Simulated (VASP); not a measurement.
Set up this calculation in VASP 6.6.1, as the native input.

```yaml
Task: electric field gradients
Functional: PBE
Potentials_or_basis: VASP PAW PBE potentials, release 64 (Li_sv)
Cutoff: 520 eV
k_mesh: 13 × 13 × 13
Occupations: fermi-dirac, width 0.05 eV
Spin: no spin polarisation
Dipole_correction: no
Further_INCAR_settings: ALGO = Normal; EDIFF = 1e-08; NBANDS = 8
```

The structure of Li lies in POSCAR:

```
Li
1.0
   -1.7768557889      1.7768557889      1.6975000000
    1.7768557889     -1.7768557889      1.6975000000
    1.7768557889      1.7768557889     -1.6975000000
Li
1
Direct
    0.0000000000      0.0000000000      0.0000000000
```

This cell differs from its parent crystal: z stretched by -3 % at fixed volume.

One way to write it, as run:

INCAR

```
  PREC = Accurate
  ENCUT = 520
  EDIFF = 1E-8
  ISMEAR = -1
  SIGMA = 0.05
  LREAL = False
  LASPH = True
  NELM = 80
  ALGO = Normal
  ISIF = 2
  LWAVE = False
  LCHARG = False
  GGA = PE
  LEFG = True
  NBANDS = 8
```

KPOINTS

```
regular mesh
0
Gamma
  13 13 13
```

Potentials or basis: VASP PAW PBE potentials, release 64 (Li_sv).

The run is started by

```console
$ cat potpaw_PBE.64/Li_sv/POTCAR > POTCAR
$ mpirun -np 1 vasp_std > vasp.out
```

It gave:

The band gap on the k mesh is zero (an odd number of electrons rules out a gap without spin polarisation) and the largest electric field gradient by atom is zero within the noise of the run.

Run time: 11 s on 1 thread of Intel(R) Xeon(R) Platinum 8488C (Sapphire Rapids) (shared host), peak memory 0.14 GiB.
